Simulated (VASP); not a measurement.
A run of VASP 6.6.1 is set up as follows.

File POSCAR:

```
ZrB2
1.0
    3.1664731896      0.0000000000      0.0000000000
   -1.5832365948      2.7422462226      0.0000000000
    0.0000000000      0.0000000000      3.5529409645
Zr B
1 2
Direct
    0.0000000000      0.0000000000      0.0000000000
    0.3333333333      0.6666666667      0.5000000000
    0.6666666667      0.3333333333      0.5000000000
```

File INCAR.step1:

```
ALGO     = Normal         # electronic algorithm
EDIFF    = 1E-4           # SCF threshold, eV
ENCUT    = 520            # plane-wave cutoff, eV
GGA      = PE             # functional
ISMEAR   = -1             # smearing method
LASPH    = T              # aspherical terms in the spheres
LCHARG   = F              # write CHGCAR
LREAL    = F              # projectors in reciprocal space
LWAVE    = T              # write WAVECAR
NBANDS   = 16             # bands
NELM     = 80             # most SCF steps
PREC     = Accurate       # precision mode
SIGMA    = 0.02           # smearing width, eV
```

INCAR.step2

```
ALGO     = Normal         # electronic algorithm
EDIFF    = 1E-6           # SCF threshold, eV
ENCUT    = 520            # plane-wave cutoff, eV
ISIF     = 2              # what is computed and relaxed
ISMEAR   = -1             # smearing method
ISTART   = 1            
LASPH    = T              # aspherical terms in the spheres
LCHARG   = F              # write CHGCAR
LMIXTAU  = T            
LREAL    = F              # projectors in reciprocal space
LWAVE    = F              # write WAVECAR
METAGGA  = R2SCAN         # meta-GGA
NBANDS   = 16             # bands
NELM     = 80             # most SCF steps
PREC     = Accurate       # precision mode
SIGMA    = 0.02           # smearing width, eV
```

Contents of KPOINTS:

```
k-points
0
Gamma
  12 12 6
```

Potentials or basis: VASP PAW PBE potentials, release 64 (Zr_sv, B).

Command:

```bash
$ cat potpaw_PBE.64/Zr_sv/POTCAR potpaw_PBE.64/B/POTCAR > POTCAR
$ cp INCAR.step1 INCAR
$ mpirun -np 1 vasp_std > vasp.out
$ cp INCAR.step2 INCAR
$ mpirun -np 1 vasp_std > vasp.out
```

Problem. What does it give for the pressure?

Solution. 0.1 GPa.

Problem. Estimate the band gap on the k mesh.

Solution. Zero (band 9 reaches 11.48 eV, above the bottom of band 10 at 9.99 eV).

Caveat: the PAW data sets were made with another functional, which shifts forces and pressure a little.
